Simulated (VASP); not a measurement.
A run of VASP 6.6.1:

File INCAR:

```
SYSTEM = HfSc
AGGAC    = 1.0          
AGGAX    = 1.0          
ALDAC    = 0.0          
ALDAX    = 1.0          
ALGO     = Normal         ! electronic algorithm
EDIFF    = 1E-7           ! SCF threshold, eV
EDIFFG   = -0.005         ! ionic threshold
ENCUT    = 600            ! plane-wave cutoff, eV
GGA      = B5             ! functional
IBRION   = 2              ! ionic algorithm
ISIF     = 3              ! what is computed and relaxed
ISMEAR   = -1             ! smearing method
IVDW     = 12             ! dispersion correction
LASPH    = .TRUE.         ! aspherical terms in the spheres
LCHARG   = .FALSE.        ! write CHGCAR
LREAL    = .FALSE.        ! projectors in reciprocal space
LWAVE    = .FALSE.        ! write WAVECAR
NELM     = 60             ! most SCF steps
NSW      = 80             ! ionic steps
PREC     = Accurate       ! precision mode
SIGMA    = 0.05           ! smearing width, eV
VDW_A1   = 0.4298       
VDW_A2   = 4.2359       
VDW_S6   = 1.0          
VDW_S8   = 2.6996
```

Contents of KPOINTS:

```
k-points
0
G
  11 11 6
  0 0 0
```

File POSCAR:

```
HfSc
1.0
    3.2401200000      0.0000000000      0.0000000000
   -1.6200600000      2.8060262313      0.0000000000
    0.0000000000      0.0000000000      5.1041290000
Hf Sc
1 1
Direct
    0.6666666667      0.3333333333      0.5000000000
    0.3333333333      0.6666666667      0.0000000000
```

Potentials or basis: VASP PAW PBE potentials, release 64 (Hf_pv, Sc_sv).

Launch:

```bash
$ cat potpaw_PBE.64/Hf_pv/POTCAR potpaw_PBE.64/Sc_sv/POTCAR > POTCAR
$ mpirun -np 1 vasp_std > vasp.out
```

Hardware: 1 thread of Oxide Virtual Turin-like Processor, on a shared host.

Question: Estimate the wall time of this run.

Answer: Run time: 6.4 min on 1 thread of Oxide Virtual Turin-like Processor, with other jobs on the host, peak memory 0.2 GiB. Counts: scf iterations 63, k points 64, ion steps 7.
